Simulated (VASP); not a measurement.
# Tl (I4/mmm) in VASP: single point with LDA

Aim: the single point of Tl with LDA.

All numbers are computed with VASP 6.6.1; they aren't measurements. Logs are shortened: lines on timing, memory, paths and dates and some standing lists are left out, and cuts for length are marked.

**1. The cell of the first run**

The structure is tetragonal, space group I4/mmm (No. 139). The conventional cell has a = 4.153 Å, b = 4.153 Å, c = 7.515 Å, α = 90.00°, β = 90.00°, γ = 90.00°. Within 5.4 Å of Tl (site symmetry 4/mmm) lie 12 Tl at 4.15 to 4.77 Å.

**2. Single point, LDA**

File INCAR:

```
PREC = Accurate
ENCUT = 520
EDIFF = 1E-7
ISMEAR = -1
SIGMA = 0.15
LREAL = F
LASPH = T
NELM = 60
ALGO = Normal
ISIF = 2
LWAVE = F
LCHARG = F
NBANDS = 12
```

File KPOINTS:

```
Automatic mesh
0
Gamma
  8 8 8
```

File POSCAR:

```
Tl
1.0
   -2.0763260000      2.0763260000      3.7577410000
    2.0763260000     -2.0763260000      3.7577410000
    2.0763260000      2.0763260000     -3.7577410000
Tl
1
Direct
    0.0000000000      0.0000000000      0.0000000000
```

Potentials or basis: VASP PAW LDA potentials, release 64 (Tl_d).

Started as:

```
$ cat potpaw_LDA.64/Tl_d/POTCAR > POTCAR
$ mpirun -np 1 vasp_std > vasp.out
```

OUTCAR:

```text
PREC = Accurate
   ENCUT = 520
   EDIFF = 1E-7
   ISMEAR = -1
   LREAL = F
   LASPH = T
   NELM = 60
   ISIF = 2

 ion  position               nearest neighbor table
   1  0.000  0.000  0.000-

  LATTYP: Found a body centered tetragonal cell.
 ALAT       =     4.1526520000
 C/A-ratio  =     1.8098029885

  Lattice vectors:

 A1 = (  -2.0763260000,   2.0763260000,   3.7577410000)
 A2 = (   2.0763260000,  -2.0763260000,   3.7577410000)
 A3 = (   2.0763260000,   2.0763260000,  -3.7577410000)

Analysis of symmetry for initial positions (statically):
=====================================================================
 Subroutine PRICEL returns:
 Original cell was already a primitive cell.

 Routine SETGRP: Setting up the symmetry group for a
 body centered tetragonal supercell.

 Subroutine GETGRP returns: Found 16 space group operations
 (whereof 16 operations were pure point group operations)
 out of a pool of 16 trial point group operations.

The static configuration has the point symmetry D_4h.

Analysis of symmetry for dynamics (positions and initial velocities):
=====================================================================
 Subroutine PRICEL returns:
 Original cell was already a primitive cell.

 Routine SETGRP: Setting up the symmetry group for a
 body centered tetragonal supercell.

 Subroutine GETGRP returns: Found 16 space group operations
 (whereof 16 operations were pure point group operations)
 out of a pool of 16 trial point group operations.

The dynamic configuration has the point symmetry D_4h.

 Subroutine INISYM returns: Found 16 space group operations
 (whereof 16 operations are pure point group operations),
 and found     1 'primitive' translations

----------------------------------------------------------------------------------------

                                     Primitive cell

  volume of cell :      64.8004

  direct lattice vectors                    reciprocal lattice vectors
    -2.076326000  2.076326000  3.757741000     0.000000000  0.240809969  0.133058665
     2.076326000 -2.076326000  3.757741000     0.240809969  0.000000000  0.133058665
     2.076326000  2.076326000 -3.757741000     0.240809969  0.240809969  0.000000000

  length of vectors
     4.768949228  4.768949228  4.768949228     0.275125516  0.275125516  0.340556724

  position of ions in fractional coordinates (direct lattice)
     0.000000000  0.000000000  0.000000000

  ion indices of the primitive-cell ions
   primitive index   ion index
                 1           1

----------------------------------------------------------------------------------------

 KPOINTS: Automatic mesh

Automatic generation of k-mesh.
 Grid dimensions read from file:
 generate k-points for:    8    8    8

 Generating k-lattice:

  Cartesian coordinates                     Fractional coordinates (reciprocal lattice)
     0.000000000  0.030101246  0.016632333     0.125000000  0.000000000  0.000000000
     0.030101246  0.000000000  0.016632333     0.000000000  0.125000000  0.000000000
     0.030101246  0.030101246  0.000000000     0.000000000  0.000000000  0.125000000

  Length of vectors
     0.034390689  0.034390689  0.042569591

  Shift w.r.t. Gamma in fractional coordinates (k-lattice)
     0.000000000  0.000000000  0.000000000

 Subroutine IBZKPT returns following result:
 ===========================================

 Found     59 irreducible k-points:

 Following reciprocal coordinates:
            Coordinates               Weight
  0.000000  0.000000  0.000000      1.000000
  0.125000  0.000000 -0.000000      8.000000
  0.250000  0.000000 -0.000000      8.000000
  0.375000  0.000000 -0.000000      8.000000
  0.500000  0.000000 -0.000000      4.000000
  0.125000  0.125000 -0.000000      8.000000
[... 16 lines left out ...]
  0.250000  0.125000  0.125000     16.000000
  0.375000  0.125000  0.125000      8.000000
 [... further k-points ...]
   k-points           NKPTS =     59   k-points in BZ     NKDIM =     59   number of bands    NBANDS=     12
   number of dos      NEDOS =    301   number of ions     NIONS =      1
   total plane-waves  NPLWV =  46656
   dimension x,y,z NGX =    36 NGY =   36 NGZ =   36
   dimension x,y,z NGXF=    72 NGYF=   72 NGZF=   72
   ions per type =               1
   NGX,Y,Z   is equivalent  to a cutoff of  12.55, 12.55, 12.55 a.u.
   NGXF,Y,Z  is equivalent  to a cutoff of  25.10, 25.10, 25.10 a.u.
 SYSTEM =  unknown system
   PREC   = accura    normal or accurate (medium, high low for compatibility)
   ISTART =      0    job   : 0-new  1-cont  2-samecut
   ICHARG =      2    charge: 1-file 2-atom 10-const
   ISPIN  =      1    spin polarized calculation?
   LNONCOLLINEAR =      F non collinear calculations
   LSORBIT =      F    spin-orbit coupling
   LASPH  =      T    aspherical Exc in radial PAW
   ENCUT  =  520.0 eV  38.22 Ry    6.18 a.u.   8.87  8.87  8.87*2*pi/ulx,y,z
   NELM   =     60;   NELMIN=  2; NELMDL= -5     # of ELM steps
   EDIFF  = 0.1E-06   stopping-criterion for ELM
   LREAL  =      F    real-space projection
   EDIFFG = 0.1E-05   stopping-criterion for IOM
   NSW    =      0    number of steps for IOM
   IBRION =     -1    ionic relax: 0-MD 1-quasi-New 2-CG
   NFREE  =      0    steps in history (QN), initial steepest desc. (CG)
   ISIF   =      2    stress and relaxation
   ISYM   =      2    0-nonsym 1-usesym 2-fastsym
   POTIM  = 0.5000    time-step for ionic-motion
   TEBEG  =    0.0;   TEEND  =   0.0 temperature during run
   PSTRESS=    0.0 pullay stress
   NELECT =      13.0000    total number of electrons
   NUPDOWN=      -1.0000    fix difference up-down
   EMIN   =  10.00;   EMAX   =-10.00  energy-range for DOS
   EFERMI =   0.00;   METHOD = LEGACY
   ISMEAR =    -1;   SIGMA  =   0.15  broadening in eV -4-tet -1-fermi 0-gaus
   EFERMI_NEDOS =   21; number of points for ismear=-14 and -15
   IALGO  =     38    algorithm
   IMIX   =      4    mixing-type and parameters
     AMIX     =   0.40;   BMIX     =  1.00
     AMIX_MAG =   1.60;   BMIX_MAG =  1.00
  volume/ion in A,a.u.               =      64.80       437.29
  Fermi-wavevector in a.u.,A,eV,Ry     =   0.958363  1.811043 12.496398  0.918459
  Thomas-Fermi vector in A             =   2.087463
   LORBIT       =      0    0 simple, 1 ext, 2 COOP (PROOUT), +10 PAW based schemes
   GGA     = CA    functional components
   LHFCALC =     F    Hartree Fock is set to
   AEXX    =    0.0000 exact exchange contribution
   IVDW    =     0    specifies the selected vdW correction
   LEPSILON=     F    determine dielectric tensor
   LRPA    =     F    only Hartree local field effects (RPA)
 non-spin polarized calculation
  energy-cutoff  :      520.00
  volume of cell :       64.80
 maximum number of plane-waves:      1766
   NGX = 17   NGY = 17   NGZ = 17

 number of electron      12.9999998 magnetization

 Free energy of the ion-electron system (eV)
  ---------------------------------------------------
  ext. energy  EPLUGINS =         0.00000000
  ---------------------------------------------------
  free energy    TOTEN  =        -1.87311325 eV

  energy without entropy =       -1.77084580  energy(sigma->0) =       -1.82197952

 E-fermi :   0.8918     XC(G=0):  -7.0362

 val. band max:        0.8705669392   @ k =   0.3750   0.3750   0.1250
 cond. band min:       0.9145015520   @ k =  -0.3750   0.5000   0.1250
 fundamental gap:      0.0439346128
 Fermi energy:         0.8918104318

 k-point     1 :       0.0000    0.0000    0.0000
  band No.  band energies     occupation
      1     -10.9039      2.00000
      2     -10.8710      2.00000
      3     -10.8370      2.00000
      4     -10.8370      2.00000
      5     -10.7975      2.00000
      6      -6.1456      2.00000
      7       4.6352      0.00000
      8       5.3879      0.00000
      9       5.3879      0.00000
     10       6.2569      0.00000
     11       9.7277      0.00000
     12       9.8988      0.00000

 k-point     2 :       0.1250    0.0000   -0.0000
  band No.  band energies     occupation
      1     -10.8953      2.00000
      2     -10.8658      2.00000
      3     -10.8398      2.00000
      4     -10.8346      2.00000
      5     -10.8013      2.00000
      6      -6.0146      2.00000
      7       3.6857      0.00000
      8       4.5823      0.00000
      9       5.4009      0.00000
     10       7.2071      0.00000
     11       8.7696      0.00000
     12       9.4057      0.00000

 k-point     3 :       0.2500    0.0000   -0.0000
  band No.  band energies     occupation
      1     -10.8857      2.00000
      2     -10.8532      2.00000
      3     -10.8354      2.00000
      4     -10.8296      2.00000
      5     -10.8097      2.00000
      6      -5.6507      2.00000
      7       1.9107      0.00224
      8       4.0109      0.00000
      9       5.4449      0.00000
     10       6.9014      0.00000
     11       8.8107      0.00000
     12      10.0171      0.00000
[... 286 lines left out ...]
 k-point    23 :       0.2500    0.1250    0.1250
  band No.  band energies     occupation
      1     -10.8570      2.00000
      2     -10.8446      2.00000
      3     -10.8409      2.00000
      4     -10.8284      2.00000
      5     -10.7986      2.00000
      6      -4.8498      2.00000
      7       0.9242      0.89229
      8       2.7858      0.00001
      9       3.7501      0.00000
     10       7.0786      0.00000
     11       7.3613      0.00000
     12       8.8829      0.00000

 k-point    24 :       0.3750    0.1250    0.1250
  band No.  band energies     occupation
      1     -10.8602      2.00000
      2     -10.8467      2.00000
      3     -10.8368      2.00000
      4     -10.8332      2.00000
      5     -10.7844      2.00000
      6      -4.6280      2.00000
      7       0.4223      1.91623
      8       2.8893      0.00000
      9       3.4803      0.00000
     10       6.9105      0.00000
     11       7.0545      0.00000
     12      10.2707      0.00000

 [... further k-points ...]
[... 5 lines left out ...]
  --------------------------------------------------------------------------------------
  -------------------------------------------------------------------------------------
  Total       -1.5888800     -1.5888800     -1.3226620      0.0000000     -0.0000000      0.0000000
  in kB      -39.2847288    -39.2847288    -32.7025429      0.0000000     -0.0000000      0.0000000
  external PRESSURE =     -37.0906668 kB  Pullay stress =       0.0000000 kB

 VOLUME and BASIS-vectors are now :
 -----------------------------------------------------------------------------
  energy-cutoff  :      520.00
  volume of cell :       64.80
      direct lattice vectors                 reciprocal lattice vectors
    -2.076326000  2.076326000  3.757741000     0.000000000  0.240809969  0.133058665
     2.076326000 -2.076326000  3.757741000     0.240809969  0.000000000  0.133058665
     2.076326000  2.076326000 -3.757741000     0.240809969  0.240809969  0.000000000

 POSITION                                       TOTAL-FORCE (eV/Angst)
 -----------------------------------------------------------------------------------
      0.00000      0.00000      0.00000         0.000000      0.000000      0.000000
 -----------------------------------------------------------------------------------
    total drift:                               -0.000000     -0.000000      0.000000

  FREE ENERGIE OF THE ION-ELECTRON SYSTEM (eV)
  ---------------------------------------------------
  free  energy   TOTEN  =        -1.8731132462 eV

  energy  without entropy=       -1.7708458021  energy(sigma->0) =       -1.82197952
```

Run time: 58 s. Hardware: 1 thread of AMD EPYC 7R13, shared host; peak memory 0.16 GiB.

What came out:

```yaml
Free_energy: -1.8731 eV
Pressure: -3.7 GPa
```

Stress tensor (GPa, compression positive):
```
-3.93  0.00  0.00
 0.00 -3.93  0.00
 0.00  0.00 -3.27
```

Levels at points of the mesh, in eV from the Fermi level:
| k point | band 2 | band 3 | band 4 | band 5 | band 6 | band 7 | band 8 | band 9 | band 10 | band 11 |
| --- | --- | --- | --- | --- | --- | --- | --- | --- | --- | --- |
| (0.00, 0.00, 0.00) | -11.76 | -11.73 | -11.73 | -11.69 | -7.04 | 3.74 | 4.50 | 4.50 | 5.37 | 8.84 |
| (0.50, 0.00, 0.00) | -11.75 | -11.72 | -11.70 | -11.68 | -5.83 | -0.97 | 2.55 | 4.65 | 5.27 | 8.46 |
| (0.50, 0.50, 0.00) | -11.76 | -11.72 | -11.70 | -11.65 | -5.12 | -0.18 | 1.28 | 2.32 | 4.32 | 5.39 |
| (0.50, 0.50, 0.50) | -11.77 | -11.70 | -11.70 | -11.68 | -6.07 | -0.96 | 3.24 | 3.24 | 5.41 | 6.68 |

Caveat: spin-orbit coupling is left out, which moves the levels of the heavy elements.
